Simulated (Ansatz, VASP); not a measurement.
Two plane-wave programs on Fe

File POSCAR:

```
Fe
1.0
   -1.4713013028      1.4713013028      1.4713013028
    1.4713013028     -1.4713013028      1.4713013028
    1.4713013028      1.4713013028     -1.4713013028
Fe
1
Direct
    0.0000000000      0.0000000000      0.0000000000
```

File INCAR.step1:

```
SYSTEM = Fe
  ALGO = Normal
  EDIFF = 1E-5
  ENCUT = 520
  GGA = PE
  ISIF = 2
  ISMEAR = -1
  ISPIN = 2
  LASPH = .True.
  LCHARG = .False.
  LMAXMIX = 4
  LORBIT = 11
  LREAL = .False.
  LWAVE = .True.
  MAGMOM = 3
  NBANDS = 14
  NELM = 150
  PREC = Accurate
  SIGMA = 0.05
```

Contents of INCAR.step2:

```
SYSTEM = Fe
  ALGO = Normal
  EDIFF = 1E-6
  ENCUT = 520
  GGA = PE
  HFSCREEN = 0.2079
  ISIF = 2
  ISMEAR = -1
  ISPIN = 2
  ISTART = 1
  LASPH = .True.
  LCHARG = .False.
  LHFCALC = .True.
  LMAXMIX = 4
  LORBIT = 11
  LREAL = .False.
  LWAVE = .False.
  MAGMOM = 3
  NBANDS = 14
  NELM = 150
  PREC = Accurate
  PRECFOCK = Normal
  SIGMA = 0.05
```

The input KPOINTS:

```
k-points
0
Gamma
  8 8 8
  0 0 0
```

File input:

```
crystal:
  lattice:
    - [-1.4713013028, 1.4713013028, 1.4713013028]
    - [1.4713013028, -1.4713013028, 1.4713013028]
    - [1.4713013028, 1.4713013028, -1.4713013028]
  atoms:
    - { symbol: Fe, position: [0.0, 0.0, 0.0], spin: 3.0 }
hamiltonian:
  xc: hse06
  pseudopotentials: { kind: paw }
magnetization:
  spin_polarized: true
kpoints:
  mp_grid: { grid: [8, 8, 8] }
scf:
  occupations: { method: fermi_dirac, width: 0.05 }
output:
  forces: true
  stress: true
  eigenvalues: true
  write_density: true
  write_potential: true
  elf: true
  volumetric_format: npy
```

Alike in both runs: task single point; functional HSE06; k mesh 8 × 8 × 8; occupations fermi-dirac, width 0.05 eV; collinear spin.

```csv
,VASP,Ansatz
version,VASP 6.6.1,Ansatz 0.2.0
potentials or method,"VASP PAW PBE potentials, release 64 (Fe)",Ansatz PAW
plane-wave cutoff (eV),520,420
valence electrons in the cell,8,16
```

VASP gave:

| Quantity | Value |
| --- | --- |
| gap on the k mesh at the Fermi level (eV) | none |
| pressure (GPa) | -6.7 |
| net moment per atom (μB) | 2.78 |
| size of the moment on the site where the two differ most (μB) | 2.90 |

Question: Which values does Ansatz return?

Answer: gap on the k mesh at the Fermi level (eV): none; pressure (GPa): -7.0; net moment per atom (μB): 2.79; size of the moment on the site where the two differ most (μB): 3.04.

Site moments also hang on the region over which each program counts them. A gap of «none» marks a metal or a gap that the smearing closes. VASP's potentials hold 8 valence electrons a cell and Ansatz's 16, so a difference there can come from the potentials and not from the codes.

The k mesh is coarse, so the values compare programs but aren't converged. Noted on Ansatz's run: the magnetic or orbital state may not be the lowest.
